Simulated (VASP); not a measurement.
Input of a VASP 6.6.1 run:

File POSCAR:

```
Li3OF
1.0
    3.6421265633      0.0000000000      0.0000000000
    0.0000000000      3.6421265633      0.0000000000
    0.0000000000      0.0000000000      3.6421265633
F O Li
1 1 3
Direct
    0.0000000000      0.0000000000      0.0000000000
    0.5000000000      0.5000000000      0.5000000000
    0.5000000000      0.5000000000      0.0000000000
    0.5000000000      0.0000000000      0.5000000000
    0.0000000000      0.5000000000      0.5000000000
```

File INCAR.step1:

```
ALGO     = Normal         # electronic algorithm
EDIFF    = 1E-4           # SCF threshold, eV
ENCUT    = 520            # plane-wave cutoff, eV
GGA      = PE             # functional
ISMEAR   = 0              # smearing method
LASPH    = T              # aspherical terms in the spheres
LCHARG   = F              # write CHGCAR
LREAL    = F              # projectors in reciprocal space
LWAVE    = T              # write WAVECAR
NBANDS   = 19             # bands
NELM     = 100            # most SCF steps
PREC     = Accurate       # precision mode
SIGMA    = 0.01           # smearing width, eV
```

File INCAR.step2:

```
ALGO     = Normal         # electronic algorithm
EDIFF    = 1E-6           # SCF threshold, eV
ENCUT    = 520            # plane-wave cutoff, eV
ISIF     = 2              # what is computed and relaxed
ISMEAR   = 0              # smearing method
ISTART   = 1            
LASPH    = T              # aspherical terms in the spheres
LCHARG   = T              # write CHGCAR
LELF     = T              # ELF
LMIXTAU  = T            
LREAL    = F              # projectors in reciprocal space
LVHAR    = T            
LWAVE    = F              # write WAVECAR
METAGGA  = R2SCAN         # meta-GGA
NBANDS   = 19             # bands
NELM     = 100            # most SCF steps
PREC     = Accurate       # precision mode
SIGMA    = 0.01           # smearing width, eV
```

The input KPOINTS:

```
k-points
0
Gamma
  6 6 6
```

Potentials or basis: VASP PAW PBE potentials, release 64 (F, O, Li_sv).

The run is started by

```bash
$ cat potpaw_PBE.64/F/POTCAR potpaw_PBE.64/O/POTCAR potpaw_PBE.64/Li_sv/POTCAR > POTCAR
$ cp INCAR.step1 INCAR
$ mpirun -np 1 vasp_std > vasp.out
$ cp INCAR.step2 INCAR
$ mpirun -np 1 vasp_std > vasp.out
```

(1) Predict the band gap on the k mesh.

Results:

(1) 5.61 eV, indirect (least direct gap 6.32 eV).
